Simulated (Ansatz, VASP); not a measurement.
**Two plane-wave programs on BaTiO3**

```
Ba Ti O
1.0
     3.99000    0.00000    0.00000
     0.00000    2.83450    2.84100
     0.00000   -2.83450    2.84100
Ba Ti O
1 1 3
Cartesian
  0.0000 0.0000 0.0000
  1.9950 0.0000 2.8978
  0.0000 0.0000 2.7842
  1.9950 -1.4002 4.1876
  1.9950 1.4002 4.1876
```

Alike in both runs: task single point; functional r2SCAN; k mesh 5 × 5 × 5; occupations fermi-dirac, width 0.03 eV; collinear spin.

|  | VASP | Ansatz |
| --- | --- | --- |
| version | VASP 6.6.1 | Ansatz 0.2.0 |
| potentials or method | VASP PAW PBE potentials, release 64 (Ba_sv, Ti_sv, O), cutoff 520 eV | PAW, plane waves, scalar-relativistic |
| valence electrons in the cell | 40 | 40 |

Ansatz gave:

* pressure (GPa): -0.2
* traceless stress, the component that is largest in VASP (GPa): -0.19
* rms of the force components (eV/Å): 0.098
* net moment per atom (μB): 0.00

Task: What did VASP give for the same quantities?

Result: Pressure (GPa): 1.8; traceless stress, the component that is largest in VASP (GPa): -0.22; rms of the force components (eV/Å): 0.057; net moment per atom (μB): 0.00.

VASP's potentials were made for PBE, not for r2SCAN. Atom by atom the forces differ by 0.042 eV/Å (rms over components). The functional is the same, so the differences come from potentials, cutoffs and numerics. Ansatz's warnings: seeded moment not kept, stability check not made.

Neither program's run includes spin-orbit coupling.
